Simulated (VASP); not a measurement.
# GaN (P6_3/mmc) in VASP: settings compared

Aim: see how the results for GaN move with the level of theory and the settings. Levels: PBE, PBEsol. Tasks: dielectric tensor, vibrations by perturbation theory, G0W0 quasiparticle levels.

Program: VASP 6.6.1. These are calculated values, not measurements. Logs are shortened: lines on timing, memory, paths and dates and some standing lists are left out, and cuts for length are marked.

## (1) The cell of the first run

It takes space group P6_3/mmc (No. 194, hexagonal). The conventional cell has a = 3.300 Å, b = 3.300 Å, c = 4.756 Å, α = 90.00°, β = 90.00°, γ = 120.00°. Ga (site symmetry -6m2) has 5 N at 1.91 to 2.38 Å within 2.5 Å. Within 2.5 Å of N (site symmetry -6m2) lie 5 Ga at 1.91 to 2.38 Å.

## (2) Dielectric tensor, PBE

INCAR

```
SYSTEM = GaN
PREC = Accurate ; ENCUT = 520
EDIFF = 1E-8 ; ISMEAR = 0
SIGMA = 0.01 ; LREAL = .False.
LASPH = .True. ; NELM = 100
ALGO = Normal ; ISIF = 2
LWAVE = .False. ; LCHARG = .False.
GGA = PE ; LEPSILON = .True.
```

KPOINTS

```
regular mesh
0
Gamma
  9 9 4
  0 0 0
```

POSCAR

```
GaN
1.0
    3.3000348257      0.0000000000      0.0000000000
   -1.6500174128      2.8579139924      0.0000000000
    0.0000000000      0.0000000000      4.7558746756
Ga N
2 2
Direct
    0.3333333333      0.6666666667      0.2500000000
    0.6666666667      0.3333333333      0.7500000000
    0.6666666667      0.3333333333      0.2500000000
    0.3333333333      0.6666666667      0.7500000000
```

Potentials or basis: VASP PAW PBE potentials, release 64 (Ga_d, N).

Command:

```
cat potpaw_PBE.64/Ga_d/POTCAR potpaw_PBE.64/N/POTCAR > POTCAR
mpirun -np 1 vasp_std > vasp.out
```

OUTCAR:

```text
SYSTEM = GaN
   PREC = Accurate
   ENCUT = 520
   EDIFF = 1E-8
   ISMEAR = 0
   LREAL = .False.
   LASPH = .True.
   NELM = 100
   ISIF = 2
   GGA = PE
   LEPSILON = .True.

 ion  position               nearest neighbor table
   1  0.333  0.667  0.250-   3 1.91   3 1.91   3 1.91
   2  0.667  0.333  0.750-   4 1.91   4 1.91   4 1.91
   3  0.667  0.333  0.250-   1 1.91   1 1.91   1 1.91
   4  0.333  0.667  0.750-   2 1.91   2 1.91   2 1.91

  LATTYP: Found a hexagonal cell.
 ALAT       =     3.3000348257
 C/A-ratio  =     1.4411589352

  Lattice vectors:

 A1 = (   3.3000348257,   0.0000000000,   0.0000000000)
 A2 = (  -1.6500174128,   2.8579139924,   0.0000000000)
 A3 = (   0.0000000000,   0.0000000000,   4.7558746756)

Analysis of symmetry for initial positions (statically):
=====================================================================
 Subroutine PRICEL returns:
 Original cell was already a primitive cell.

 Routine SETGRP: Setting up the symmetry group for a
 hexagonal supercell.

 Subroutine GETGRP returns: Found 24 space group operations
 (whereof 12 operations were pure point group operations)
 out of a pool of 24 trial point group operations.

The static configuration has the point symmetry D_3d.
 The point group associated with its full space group is D_6h.

Analysis of symmetry for dynamics (positions and initial velocities):
=====================================================================
 Subroutine PRICEL returns:
 Original cell was already a primitive cell.

 Routine SETGRP: Setting up the symmetry group for a
 hexagonal supercell.

 Subroutine GETGRP returns: Found 24 space group operations
 (whereof 12 operations were pure point group operations)
 out of a pool of 24 trial point group operations.

The dynamic configuration has the point symmetry D_3d.
 The point group associated with its full space group is D_6h.

 Subroutine INISYM returns: Found 24 space group operations
 (whereof 12 operations are pure point group operations),
 and found     1 'primitive' translations

[... 770 lines left out ...]
      1.65002      0.95264      3.56691        -0.000000      0.000000     -0.000000
      1.65002      0.95264      1.18897         0.000000      0.000000     -0.000000
     -0.00000      1.90528      3.56691        -0.000000     -0.000000     -0.000000
 -----------------------------------------------------------------------------------
    total drift:                                0.000000      0.000000     -0.000000

  FREE ENERGIE OF THE ION-ELECTRON SYSTEM (eV)
  ---------------------------------------------------
  free  energy   TOTEN  =       -23.3563060954 eV

  energy  without entropy=      -23.3563060954  energy(sigma->0) =      -23.35630610

 HEAD OF MICROSCOPIC STATIC DIELECTRIC TENSOR (INDEPENDENT PARTICLE, excluding Hartree and local field effects)
 ------------------------------------------------------
           6.169854     0.000000     0.000000
           0.000000     6.169854    -0.000000
           0.000000     0.000000     7.600486
 ------------------------------------------------------

 Free energy of the ion-electron system (eV)
  ---------------------------------------------------
  ---------------------------------------------------
  free energy    TOTEN  =        -0.66739777 eV

  energy without entropy =       -0.66739777

------------------------ aborting loop because EDIFF is reached ----------------------------------------

--------------------------------------- Ionic step        2  -------------------------------------------

------------------------ aborting loop because EDIFF is reached ----------------------------------------

--------------------------------------- Ionic step        3  -------------------------------------------

 Free energy of the ion-electron system (eV)
  ---------------------------------------------------
  ---------------------------------------------------
  free energy    TOTEN  =        -0.87321086 eV

  energy without entropy =       -0.87321086

------------------------ aborting loop because EDIFF is reached ----------------------------------------

 PIEZOELECTRIC TENSOR FIELD DIRECTION 3  (e Angst)
 -----------------------------------------------------------------------------
     0.00100 -0.00000 -0.00000           (  0.00005  0.00000  0.00000)
    -0.00000  0.00100 -0.00000           (  0.00000  0.00005  0.00000)
     0.00000 -0.00000  0.00064           (  0.00000  0.00000  0.00003)

 PIEZOELECTRIC TENSOR FIELD DIRECTION 3  (C/m^2)
 -----------------------------------------------------------------------------
     0.00036 -0.00000 -0.00000
    -0.00000  0.00036 -0.00000
     0.00000 -0.00000  0.00023

 MACROSCOPIC STATIC DIELECTRIC TENSOR (including local field effects in DFT)
 ------------------------------------------------------
           5.997881     0.000000     0.000000
           0.000000     5.997881     0.000000
           0.000000    -0.000000     7.550024
 ------------------------------------------------------

 PIEZOELECTRIC TENSOR (including local field effects)  for field in x, y, z        (e  Angst)
          XX          YY          ZZ          XY          YZ          ZX
  --------------------------------------------------------------------------------
  x     0.00000     0.00000     0.00000     0.00000     0.00000     0.00000
  y     0.00000     0.00000     0.00000     0.00000     0.00000     0.00000
  z     0.00000     0.00000     0.00000     0.00000     0.00000     0.00000

 PIEZOELECTRIC TENSOR (including local field effects)  for field in x, y, z        (C/m^2)
          XX          YY          ZZ          XY          YZ          ZX
  --------------------------------------------------------------------------------
  x     0.00000     0.00000     0.00000     0.00000     0.00000     0.00000
  y     0.00000     0.00000     0.00000     0.00000     0.00000     0.00000
  z     0.00000     0.00000     0.00000     0.00000     0.00000     0.00000

 BORN EFFECTIVE CHARGES (including local field effects) (in |e|, cummulative output)
 ---------------------------------------------------------------------------------
 ion    1
    1     2.73526     0.00000     0.00000
    2     0.00000     2.73526     0.00000
    3     0.00000     0.00000     3.54919
 ion    2
    1     2.73526     0.00000     0.00000
    2     0.00000     2.73526     0.00000
    3    -0.00000     0.00000     3.54919
 ion    3
    1    -2.73526    -0.00000     0.00000
    2    -0.00000    -2.73526     0.00000
    3    -0.00000     0.00000    -3.54919
 ion    4
    1    -2.73526    -0.00000     0.00000
    2    -0.00000    -2.73526     0.00000
    3    -0.00000     0.00000    -3.54919
```

Wall time 18 min (1 thread of Intel Xeon 8259CL, shared host); peak memory 0.33 GiB.

What came out:

| Item | Value |
| --- | --- |
| Band gap on the k mesh | 1.46 eV |
| Electronic dielectric tensor (diagonal) | 6.00, 6.00, 7.55 |
| Born charges (mean of the diagonal) | Ga +3.01; N -3.01 e |

Levels at points of the mesh, in eV from the valence-band top:
| k point | band 15 | band 16 | band 17 | band 18 | band 19 | band 20 | band 21 | band 22 |
| --- | --- | --- | --- | --- | --- | --- | --- | --- |
| (0.00, 0.00, 0.00) | -2.11 | -0.93 | -0.93 | 0.00 | 1.46 | 2.05 | 8.31 | 8.31 |
| (0.00, 0.00, 0.50) | -1.51 | -1.51 | -1.51 | -1.51 | 3.56 | 3.56 | 7.88 | 7.88 |

Electronic dielectric tensor:
```
6.00 0.00 0.00
0.00 6.00 0.00
0.00 0.00 7.55
```

Born effective charge tensors (e):
atom 1, Ga
```
2.74 0.00 0.00
0.00 2.74 0.00
0.00 0.00 3.55
```
atom 2, Ga
```
2.74 0.00 0.00
0.00 2.74 0.00
0.00 0.00 3.55
```
atom 3, N
```
-2.74  0.00  0.00
 0.00 -2.74  0.00
 0.00  0.00 -3.55
```
atom 4, N
```
-2.74  0.00  0.00
 0.00 -2.74  0.00
 0.00  0.00 -3.55
```

## (3) Vibrations by perturbation theory, PBEsol

This run uses another cell than the first one, of 11.18 Å³/atom.

INCAR

```
ALGO = Normal ; EDIFF = 1E-8
ENCUT = 520 ; GGA = PS
IBRION = 8 ; ISIF = 2
ISMEAR = 0 ; LASPH = T
LCHARG = F ; LEPSILON = T
LREAL = F ; LWAVE = F
NELM = 60 ; NSW = 1
PREC = Accurate ; SIGMA = 0.01
```

KPOINTS

```
k-points
0
Gamma
  9 9 4
```

POSCAR

```
GaN
1.0
    3.3069356344      0.0000000000      0.0000000000
   -1.6534678172      2.8638902681      0.0000000000
    0.0000000000      0.0000000000      4.7229363660
Ga N
2 2
Direct
    0.3333333333      0.6666666667      0.2500000000
    0.6666666667      0.3333333333      0.7500000000
    0.6666666667      0.3333333333      0.2500000000
    0.3333333333      0.6666666667      0.7500000000
```

Potentials or basis: VASP PAW PBE potentials, release 64 (Ga_d, N).

Command:

```
cat potpaw_PBE.64/Ga_d/POTCAR potpaw_PBE.64/N/POTCAR > POTCAR
mpirun -np 1 vasp_std > vasp.out
```

OUTCAR:

```text
EDIFF = 1E-8
   ENCUT = 520
   GGA = PS
   IBRION = 8
   ISIF = 2
   ISMEAR = 0
   LASPH = T
   LEPSILON = T
   LREAL = F
   NELM = 60
   NSW = 1
   PREC = Accurate

 ion  position               nearest neighbor table
   1  0.333  0.667  0.250-   3 1.91   3 1.91   3 1.91
   2  0.667  0.333  0.750-   4 1.91   4 1.91   4 1.91
   3  0.667  0.333  0.250-   1 1.91   1 1.91   1 1.91
   4  0.333  0.667  0.750-   2 1.91   2 1.91   2 1.91
[... 1032 lines left out ...]
             X         Y         Z           dx          dy          dz
     -0.000000  1.909260  1.180734     0.000000    0.000000    0.289871
      1.653468  0.954630  3.542202     0.000000    0.000000    0.289871
      1.653468  0.954630  1.180734     0.000000    0.000000   -0.644961
     -0.000000  1.909260  3.542202     0.000000    0.000000   -0.644961

--------------------------------------------------------------------------------------------------------

 MACROSCOPIC STATIC DIELECTRIC TENSOR IONIC CONTRIBUTION
 ------------------------------------------------------
           3.509230    -0.000000     0.000000
          -0.000000     3.509230    -0.000000
           0.000000    -0.000000     0.000000
 ------------------------------------------------------

 ELASTIC MODULI CONTR FROM IONIC RELAXATION (kBar)
 Direction    XX          YY          ZZ          XY          YZ          ZX
 --------------------------------------------------------------------------------
 XX        -774.7142    774.7142      0.0000      0.0000      0.0000      0.0000
 YY         774.7142   -774.7142     -0.0000     -0.0000      0.0000      0.0000
 ZZ           0.0000     -0.0000     -0.0000      0.0000      0.0000      0.0000
 XY           0.0000     -0.0000      0.0000   -774.7142      0.0000      0.0000
 YZ           0.0000      0.0000      0.0000      0.0000      0.0000      0.0000
 ZX           0.0000      0.0000      0.0000      0.0000      0.0000      0.0000
 --------------------------------------------------------------------------------

 PIEZOELECTRIC TENSOR IONIC CONTR  for field in x, y, z        (C/m^2)
          XX          YY          ZZ          XY          YZ          ZX
  --------------------------------------------------------------------------------
  x    -0.00000     0.00000    -0.00000    -0.00000     0.00000     0.00000
  y     0.00000    -0.00000    -0.00000    -0.00000     0.00000     0.00000
  z    -0.00000     0.00000     0.00000     0.00000     0.00000     0.00000
```

OSZICAR:

```text
N       E                     dE             d eps       ncg     rms          rms(c)
DAV:   1     0.269238992224E+03    0.26924E+03   -0.18613E+04  1714   0.304E+03
DAV:   2     0.714341249437E+01   -0.26210E+03   -0.25297E+03  1774   0.530E+02
DAV:   3    -0.276683880285E+02   -0.34812E+02   -0.33985E+02  1818   0.153E+02
DAV:   4    -0.291130936873E+02   -0.14447E+01   -0.14416E+01  2232   0.333E+01
[... 240 lines left out ...]
RMM:   9    -0.247154417082E+00    0.37198E-06    0.49158E-07  3585   0.507E-04    0.272E-05
RMM:  10    -0.247154307607E+00    0.10947E-06    0.18929E-07  3828   0.160E-04    0.168E-05
RMM:  11    -0.247154379189E+00   -0.71583E-07    0.51623E-08  3687   0.703E-05    0.214E-06
RMM:  12    -0.247154373178E+00    0.60117E-08    0.15318E-08  3795   0.225E-05    0.132E-06
 Linear response finished
```

Wall time 38 min (1 thread of Intel Xeon 8259CL, shared host); peak memory 0.46 GiB.

What came out:

| Item | Value |
| --- | --- |
| Electronic dielectric tensor (diagonal) | 6.08, 6.08, 7.71 |
| Born charges (mean of the diagonal) | Ga +3.00; N -3.00 e |
| Highest phonon frequency at Γ, LO-TO splitting left out | 648 cm⁻¹ |
| Most unstable mode | 353i cm⁻¹ |

Phonon frequencies in cm⁻¹ (negative: imaginary):
```
              q point                                 frequencies
(0.000, 0.000, 0.000)  -353 0 0 0 138 155 155 433 631 631 648 648
```

Electronic dielectric tensor:
```
6.08 0.00 0.00
0.00 6.08 0.00
0.00 0.00 7.71
```

Born effective charge tensors (e):
atom 1, Ga
```
2.72 0.00 0.00
0.00 2.72 0.00
0.00 0.00 3.57
```
atom 2, Ga
```
2.72 0.00 0.00
0.00 2.72 0.00
0.00 0.00 3.57
```
atom 3, N
```
-2.72  0.00  0.00
 0.00 -2.72  0.00
 0.00  0.00 -3.57
```
atom 4, N
```
-2.72  0.00  0.00
 0.00 -2.72  0.00
 0.00  0.00 -3.57
```

Caveat: some modes are imaginary; the PAW data sets were made with another functional, which shifts forces and pressure a little.

[end of part 1 of 2]
